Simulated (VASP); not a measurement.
# PbS (F-43m) in VASP: further runs

Aim: see how the results for PbS move with the level of theory and the settings. Levels: r2SCANh, HSE06. Tasks: single point.

Program: VASP 6.6.1. These are calculated values, not measurements. Logs are shortened: lines on timing, memory, paths and dates and some standing lists are left out, and cuts for length are marked.

### 1 The cell of the first run

The structure is cubic, space group F-43m (No. 216). Conventional cell: a = 6.602 Å, b = 6.602 Å, c = 6.602 Å, α = 90.00°, β = 90.00°, γ = 90.00°. Within 3.8 Å of Pb (site symmetry -43m) lie 4 S at 2.86 Å. Within 3.8 Å of S (site symmetry -43m) lie 4 Pb at 2.86 Å.

### 2 Single point, r2SCANh

The input, POSCAR:

```
PbS
1.0
    0.0000000000      3.3009774936      3.3009774936
    3.3009774936      0.0000000000      3.3009774936
    3.3009774936      3.3009774936      0.0000000000
Pb S
1 1
Direct
    0.0000000000      0.0000000000      0.0000000000
    0.2500000000      0.2500000000      0.2500000000
```

The input, INCAR.step1:

```
SYSTEM = PbS
  PREC = Accurate
  ENCUT = 520
  EDIFF = 1E-5
  ISMEAR = 0
  SIGMA = 0.01
  LREAL = .False.
  LASPH = .True.
  NELM = 80
  ALGO = Normal
  ISIF = 2
  LWAVE = .True.
  LCHARG = .False.
  NBANDS = 17
  GGA = PE
```

The input, INCAR.step2:

```
SYSTEM = PbS
  PREC = Accurate
  ENCUT = 520
  EDIFF = 1E-7
  ISMEAR = 0
  SIGMA = 0.01
  LREAL = .False.
  LASPH = .True.
  NELM = 80
  ALGO = Normal
  ISIF = 2
  LWAVE = .False.
  LCHARG = .False.
  METAGGA = R2SCAN
  LHFCALC = .True.
  AEXX = 0.1
  LMIXTAU = .True.
  PRECFOCK = Normal
  NBANDS = 17
  ISTART = 1
```

The input, KPOINTS:

```
regular mesh
0
Gamma
  4 4 4
  0 0 0
```

Potentials or basis: VASP PAW PBE potentials, release 64 (Pb_d, S).

Command:

```
$ cat potpaw_PBE.64/Pb_d/POTCAR potpaw_PBE.64/S/POTCAR > POTCAR
$ cp INCAR.step1 INCAR
$ mpirun -np 1 vasp_std > vasp.out
$ cp INCAR.step2 INCAR
$ mpirun -np 1 vasp_std > vasp.out
```

OUTCAR:

```text
SYSTEM = PbS
   PREC = Accurate
   ENCUT = 520
   EDIFF = 1E-7
   ISMEAR = 0
   LREAL = .False.
   LASPH = .True.
   NELM = 80
   ISIF = 2
   METAGGA = R2SCAN
   LHFCALC = .True.
   AEXX = 0.1
   PRECFOCK = Normal
   ISTART = 1

 ion  position               nearest neighbor table
   1  0.000  0.000  0.000-   2 2.86   2 2.86   2 2.86   2 2.86
   2  0.250  0.250  0.250-   1 2.86   1 2.86   1 2.86   1 2.86

  LATTYP: Found a face centered cubic cell.
 ALAT       =     6.6019549872

  Lattice vectors:

 A1 = (   0.0000000000,   3.3009774936,   3.3009774936)
 A2 = (   3.3009774936,   0.0000000000,   3.3009774936)
 A3 = (   3.3009774936,   3.3009774936,   0.0000000000)

Analysis of symmetry for initial positions (statically):
=====================================================================
 Subroutine PRICEL returns:
 Original cell was already a primitive cell.

 Routine SETGRP: Setting up the symmetry group for a
 face centered cubic supercell.

 Subroutine GETGRP returns: Found 24 space group operations
 (whereof 24 operations were pure point group operations)
 out of a pool of 48 trial point group operations.

The static configuration has the point symmetry T_d .

Analysis of symmetry for dynamics (positions and initial velocities):
=====================================================================
 Subroutine PRICEL returns:
 Original cell was already a primitive cell.

 Routine SETGRP: Setting up the symmetry group for a
 face centered cubic supercell.

 Subroutine GETGRP returns: Found 24 space group operations
 (whereof 24 operations were pure point group operations)
 out of a pool of 48 trial point group operations.

The dynamic configuration has the point symmetry T_d .

 Subroutine INISYM returns: Found 24 space group operations
 (whereof 24 operations are pure point group operations),
 and found     1 'primitive' translations

----------------------------------------------------------------------------------------

                                     Primitive cell

  volume of cell :      71.9379

  direct lattice vectors                    reciprocal lattice vectors
     0.000000000  3.300977494  3.300977494    -0.151470284  0.151470284  0.151470284
     3.300977494  0.000000000  3.300977494     0.151470284 -0.151470284  0.151470284
     3.300977494  3.300977494  0.000000000     0.151470284  0.151470284 -0.151470284

  length of vectors
     4.668287141  4.668287141  4.668287141     0.262354229  0.262354229  0.262354229

  position of ions in fractional coordinates (direct lattice)
     0.000000000  0.000000000  0.000000000
     0.250000000  0.250000000  0.250000000

  ion indices of the primitive-cell ions
   primitive index   ion index
                 1           1
                 2           2

----------------------------------------------------------------------------------------

 KPOINTS: regular mesh

Automatic generation of k-mesh.
 Grid dimensions read from file:
 generate k-points for:    4    4    4

 Generating k-lattice:

  Cartesian coordinates                     Fractional coordinates (reciprocal lattice)
    -0.037867571  0.037867571  0.037867571     0.250000000  0.000000000  0.000000000
     0.037867571 -0.037867571  0.037867571     0.000000000  0.250000000  0.000000000
     0.037867571  0.037867571 -0.037867571     0.000000000  0.000000000  0.250000000

  Length of vectors
     0.065588557  0.065588557  0.065588557

  Shift w.r.t. Gamma in fractional coordinates (k-lattice)
     0.000000000  0.000000000  0.000000000

 Subroutine IBZKPT returns following result:
 ===========================================

 Found      8 irreducible k-points:

 Following reciprocal coordinates:
            Coordinates               Weight
  0.000000  0.000000  0.000000      1.000000
  0.250000  0.000000  0.000000      8.000000
  0.500000  0.000000  0.000000      4.000000
  0.250000  0.250000  0.000000      6.000000
  0.500000  0.250000  0.000000     24.000000
 -0.250000  0.250000  0.000000     12.000000
  0.500000  0.500000  0.000000      3.000000
 -0.250000  0.500000  0.250000      6.000000
   k-points           NKPTS =      8   k-points in BZ     NKDIM =     64   number of bands    NBANDS=     17
   number of dos      NEDOS =    301   number of ions     NIONS =      2
   total plane-waves  NPLWV =  46656
   dimension x,y,z NGX =    36 NGY =   36 NGZ =   36
   dimension x,y,z NGXF=    72 NGYF=   72 NGZF=   72
   ions per type =               1   1
   NGX,Y,Z   is equivalent  to a cutoff of  12.82, 12.82, 12.82 a.u.
   NGXF,Y,Z  is equivalent  to a cutoff of  25.64, 25.64, 25.64 a.u.
 SYSTEM =  PbS
   PREC   = accura    normal or accurate (medium, high low for compatibility)
   ISTART =      1    job   : 0-new  1-cont  2-samecut
   ICHARG =      0    charge: 1-file 2-atom 10-const
   ISPIN  =      1    spin polarized calculation?
   LNONCOLLINEAR =      F non collinear calculations
   LSORBIT =      F    spin-orbit coupling
   LASPH  =      T    aspherical Exc in radial PAW
   ENCUT  =  520.0 eV  38.22 Ry    6.18 a.u.   8.68  8.68  8.68*2*pi/ulx,y,z
   NELM   =     80;   NELMIN=  2; NELMDL=  0     # of ELM steps
   EDIFF  = 0.1E-06   stopping-criterion for ELM
   LREAL  =      F    real-space projection
   EDIFFG = 0.1E-05   stopping-criterion for IOM
   NSW    =      0    number of steps for IOM
   IBRION =     -1    ionic relax: 0-MD 1-quasi-New 2-CG
   NFREE  =      0    steps in history (QN), initial steepest desc. (CG)
   ISIF   =      2    stress and relaxation
   ISYM   =      3    0-nonsym 1-usesym 2-fastsym
   POTIM  = 0.5000    time-step for ionic-motion
   TEBEG  =    0.0;   TEEND  =   0.0 temperature during run
   PSTRESS=    0.0 pullay stress
   NELECT =      20.0000    total number of electrons
   NUPDOWN=      -1.0000    fix difference up-down
   EMIN   =  10.00;   EMAX   =-10.00  energy-range for DOS
   EFERMI =   0.00;   METHOD = LEGACY
   ISMEAR =     0;   SIGMA  =   0.01  broadening in eV -4-tet -1-fermi 0-gaus
   EFERMI_NEDOS =   21; number of points for ismear=-14 and -15
   IALGO  =     38    algorithm
   IMIX   =      1    mixing-type and parameters
     AMIX     =   0.40;   BMIX     =  1.00
     AMIX_MAG =   1.60;   BMIX_MAG =  1.00
  volume/ion in A,a.u.               =      35.97       242.73
  Fermi-wavevector in a.u.,A,eV,Ry     =   1.068478  2.019131 15.533028  1.141645
  Thomas-Fermi vector in A             =   2.204127
   LORBIT       =      0    0 simple, 1 ext, 2 COOP (PROOUT), +10 PAW based schemes
   METAGGA = R2SCAN    functional components
   LHFCALC =     T    Hartree Fock is set to
   PRECFOCK=normal    Normal, Fast or Accurate (Low or Medium for compatibility)
   ENCUT4O =  -1.0   cutoff for four orbital integrals eV
   NKREDX  =     1    reduce k-point grid by
   NKREDY  =     1    reduce k-point grid by
   NKREDZ  =     1    reduce k-point grid by
   AEXX    =    0.1000 exact exchange contribution
   HFSCREEN=    0.0000 screening length (either q_TF or 0.3 A-1)
   HFSCREENC=   0.0000 screening length for correlation (either q_TF or 0.3 A-1)
   ENCUTFOCK=  -1.0 apply spherical cutoff to Coloumb kernel
   IVDW    =     0    specifies the selected vdW correction
   LEPSILON=     F    determine dielectric tensor
   LRPA    =     F    only Hartree local field effects (RPA)
 non-spin polarized calculation
 Gauss-broadening in eV      SIGMA  =   0.01
  energy-cutoff  :      520.00
  volume of cell :       71.94
 maximum number of plane-waves:      1964
 NGX is ok and might be reduce to    36
  NGX = 28; NGY = 28; NGZ = 28

 number of electron      19.9999996 magnetization

 Free energy of the ion-electron system (eV)
  ---------------------------------------------------
  ext. energy  EPLUGINS =         0.00000000
  ---------------------------------------------------
  free energy    TOTEN  =       -60.63212417 eV

  energy without entropy =      -60.63212417  energy(sigma->0) =      -60.63212417

 E-fermi :   2.5048     XC(G=0):  -7.7388

 val. band max:        2.4478591110   @ k =  -0.2500   0.5000   0.2500
 cond. band min:       3.8311211078   @ k =   0.5000   0.5000   0.0000
 fundamental gap:      1.3832619968
 Fermi energy:         2.5048427939

 k-point     1 :       0.0000    0.0000    0.0000
  band No.  band energies     occupation
      1     -15.4337      2.00000
      2     -15.4337      2.00000
      3     -15.4337      2.00000
      4     -15.3884      2.00000
      5     -15.3884      2.00000
      6     -11.2696      2.00000
      7      -3.7425      2.00000
      8       0.4903      2.00000
      9       0.4903      2.00000
     10       0.4903      2.00000
     11       5.6742      0.00000
     12       5.6742      0.00000
     13       5.6742      0.00000
     14       8.3363      0.00000
     15      12.1093      0.00000
     16      12.1093      0.00000
     17      12.9702      0.00000

 k-point     2 :       0.2500    0.0000    0.0000
  band No.  band energies     occupation
      1     -15.4519      2.00000
      2     -15.4269      2.00000
      3     -15.4269      2.00000
      4     -15.3875      2.00000
      5     -15.3875      2.00000
      6     -10.9284      2.00000
      7      -4.7756      2.00000
      8       0.2004      2.00000
      9       0.2004      2.00000
     10       0.6115      2.00000
     11       5.6367      0.00000
     12       6.1439      0.00000
     13       6.1439      0.00000
     14      10.0946      0.00000
     15      11.1865      0.00000
     16      11.1865      0.00000
     17      12.4380      0.00000

 k-point     3 :       0.5000    0.0000    0.0000
  band No.  band energies     occupation
      1     -15.4696      2.00000
      2     -15.4221      2.00000
      3     -15.4221      2.00000
      4     -15.3844      2.00000
      5     -15.3844      2.00000
      6     -10.5000      2.00000
      7      -5.7451      2.00000
      8      -0.0447      2.00000
      9      -0.0447      2.00000
     10       0.4266      2.00000
     11       6.4135      0.00000
     12       6.4135      0.00000
     13       6.7999      0.00000
     14      10.1685      0.00000
     15      11.8982      0.00000
     16      12.2724      0.00000
     17      12.2724      0.00000

 k-point     4 :       0.2500    0.2500    0.0000
  band No.  band energies     occupation
      1     -15.4661      2.00000
      2     -15.4189      2.00000
      3     -15.4189      2.00000
      4     -15.3933      2.00000
      5     -15.3837      2.00000
      6     -10.8088      2.00000
      7      -5.0146      2.00000
      8      -0.2306      2.00000
      9      -0.2306      2.00000
     10       1.5107      2.00000
     11       4.3458      0.00000
     12       6.9665      0.00000
     13       6.9665      0.00000
     14       9.2099      0.00000
     15      11.3764      0.00000
     16      12.6356      0.00000
     17      14.6479      0.00000

 k-point     5 :       0.5000    0.2500    0.0000
  band No.  band energies     occupation
      1     -15.4802      2.00000
      2     -15.4153      2.00000
      3     -15.4122      2.00000
      4     -15.3921      2.00000
      5     -15.3824      2.00000
      6     -10.3605      2.00000
      7      -5.8953      2.00000
      8      -1.0065      2.00000
      9      -0.4443      2.00000
     10       1.8721      2.00000
     11       5.0522      0.00000
     12       7.1047      0.00000
     13       7.3998      0.00000
     14       9.7328      0.00000
     15      12.0161      0.00000
     16      12.6374      0.00000
     17      13.4049      0.00000

 k-point     6 :      -0.2500    0.2500    0.0000
  band No.  band energies     occupation
      1     -15.4697      2.00000
      2     -15.4199      2.00000
      3     -15.4185      2.00000
      4     -15.3881      2.00000
      5     -15.3862      2.00000
      6     -10.5171      2.00000
      7      -5.6198      2.00000
      8      -1.0105      2.00000
      9      -0.0626      2.00000
     10       1.6252      2.00000
     11       5.9668      0.00000
     12       6.2617      0.00000
     13       6.6896      0.00000
     14      10.7739      0.00000
     15      10.8573      0.00000
     16      12.0231      0.00000
     17      13.4368      0.00000

 k-point     7 :       0.5000    0.5000    0.0000
  band No.  band energies     occupation
      1     -15.4963      2.00000
      2     -15.4037      2.00000
      3     -15.4037      2.00000
      4     -15.3989      2.00000
      5     -15.3790      2.00000
      6     -10.1977      2.00000
      7      -6.1637      2.00000
      8      -0.7791      2.00000
      9      -0.7791      2.00000
     10       1.9284      2.00000
     11       3.8311      0.00000
     12       8.4892      0.00000
     13       8.4892      0.00000
     14       9.2101      0.00000
     15      12.0336      0.00000
     16      13.4508      0.00000
     17      13.7283      0.00000

 k-point     8 :      -0.2500    0.5000    0.2500
  band No.  band energies     occupation
      1     -15.4846      2.00000
      2     -15.4165      2.00000
      3     -15.4051      2.00000
      4     -15.3924      2.00000
      5     -15.3838      2.00000
      6     -10.1896      2.00000
      7      -6.1438      2.00000
      8      -1.0648      2.00000
      9      -0.9986      2.00000
     10       2.4479      2.00000
     11       5.8301      0.00000
     12       5.8437      0.00000
     13       8.3229      0.00000
     14       9.1424      0.00000
     15      12.2582      0.00000
     16      13.0466      0.00000
     17      13.2451      0.00000

------------------------ aborting loop because EDIFF is reached ----------------------------------------

  FORCE on cell =-STRESS in cart. coord.  units (eV):
  Direction    XX          YY          ZZ          XY          YZ          ZX
  --------------------------------------------------------------------------------------
  -------------------------------------------------------------------------------------
  Total       -0.0977370     -0.0977370     -0.0977370      0.0000000      0.0000000      0.0000000
  in kB       -2.1767675     -2.1767675     -2.1767675      0.0000000      0.0000000      0.0000000
  external PRESSURE =      -2.1767675 kB  Pullay stress =       0.0000000 kB

 VOLUME and BASIS-vectors are now :
 -----------------------------------------------------------------------------
  energy-cutoff  :      520.00
  volume of cell :       71.94
      direct lattice vectors                 reciprocal lattice vectors
     0.000000000  3.300977494  3.300977494    -0.151470284  0.151470284  0.151470284
     3.300977494  0.000000000  3.300977494     0.151470284 -0.151470284  0.151470284
     3.300977494  3.300977494  0.000000000     0.151470284  0.151470284 -0.151470284

 POSITION                                       TOTAL-FORCE (eV/Angst)
 -----------------------------------------------------------------------------------
      0.00000      0.00000      0.00000        -0.000000      0.000000      0.000000
      1.65049      1.65049      1.65049         0.000000     -0.000000     -0.000000
 -----------------------------------------------------------------------------------
    total drift:                                0.000008      0.000001      0.000003

  FREE ENERGIE OF THE ION-ELECTRON SYSTEM (eV)
  ---------------------------------------------------
  free  energy   TOTEN  =       -60.6321241738 eV

  energy  without entropy=      -60.6321241738  energy(sigma->0) =      -60.63212417
```

It took 9.1 min on 1 thread of Intel Xeon Platinum 8559C (Emerald Rapids), shared host; peak memory 0.23 GiB.

Results:

| Property | Result |
| --- | --- |
| Free energy | -60.6321 eV |
| Pressure | -0.2 GPa |
| Band gap on the k mesh | 1.38 eV (least direct gap 1.90 eV) |

Caveat: the structure was generated, so it needn't be the stable form of PbS; the PAW data sets were made with another functional, which shifts forces and pressure a little; spin-orbit coupling is left out, which moves the levels of the heavy elements.

### 3 Single point, HSE06

This run uses another cell than the first one, of 36.07 Å³/atom.

The input, POSCAR:

```
PbS
1.0
    0.0000000000      3.3040829765      3.3040829765
    3.3040829765      0.0000000000      3.3040829765
    3.3040829765      3.3040829765      0.0000000000
Pb S
1 1
Direct
    0.0000000000      0.0000000000      0.0000000000
    0.2500000000      0.2500000000      0.2500000000
```

The input, INCAR.step1:

```
SYSTEM = PbS
PREC = Accurate
ENCUT = 520
EDIFF = 1E-5
ISMEAR = -1
SIGMA = 0.02
LREAL = .False.
LASPH = .True.
NELM = 80
ALGO = Normal
ISIF = 2
LWAVE = .True.
GGA = PE
NBANDS = 17
```

The input, INCAR.step2:

```
SYSTEM = PbS
PREC = Accurate
ENCUT = 520
EDIFF = 1E-7
ISMEAR = -1
SIGMA = 0.02
LREAL = .False.
LASPH = .True.
NELM = 80
ALGO = Normal
ISIF = 2
LWAVE = .False.
LCHARG = .True.
GGA = PE
LHFCALC = .True.
HFSCREEN = 0.2079
PRECFOCK = Normal
LELF = .True.
LVHAR = .True.
ISTART = 1
NBANDS = 17
```

KPOINTS is that of step 2.

Potentials or basis: VASP PAW PBE potentials, release 64 (Pb_d, S).

Command:

```
$ cat potpaw_PBE.64/Pb_d/POTCAR potpaw_PBE.64/S/POTCAR > POTCAR
$ cp INCAR.step1 INCAR
$ mpirun -np 1 vasp_std > vasp.out
$ cp INCAR.step2 INCAR
$ mpirun -np 1 vasp_std > vasp.out
```

Run time: 9.4 min. Hardware: 1 thread of Intel Xeon Platinum 8559C (Emerald Rapids), shared host; peak memory 0.31 GiB.

Results (log left out):

```yaml
Free_energy: -9.9835 eV
Pressure: -0.1 GPa
Band_gap_on_the_k_mesh: 1.30 eV (least direct gap 1.82 eV)
```

Levels at points of the mesh, in eV from the valence-band top:
```tsv
k point	band 6	band 7	band 8	band 9	band 10	band 11	band 12	band 13	band 14	band 15
(0.00, 0.00, 0.00)	-14.01	-6.30	-2.02	-2.02	-2.02	3.11	3.11	3.11	5.90	9.47
(0.50, 0.00, 0.00)	-13.24	-8.34	-2.56	-2.56	-2.04	3.86	3.86	4.28	7.70	9.39
(0.50, 0.50, 0.00)	-12.94	-8.76	-3.31	-3.31	-0.52	1.30	5.95	5.95	6.69	9.48
```

Caveat: the structure was generated, so it needn't be the stable form of PbS; the PAW data sets were made with another functional, which shifts forces and pressure a little; spin-orbit coupling is left out, which moves the levels of the heavy elements. A k mesh can miss the band edges.
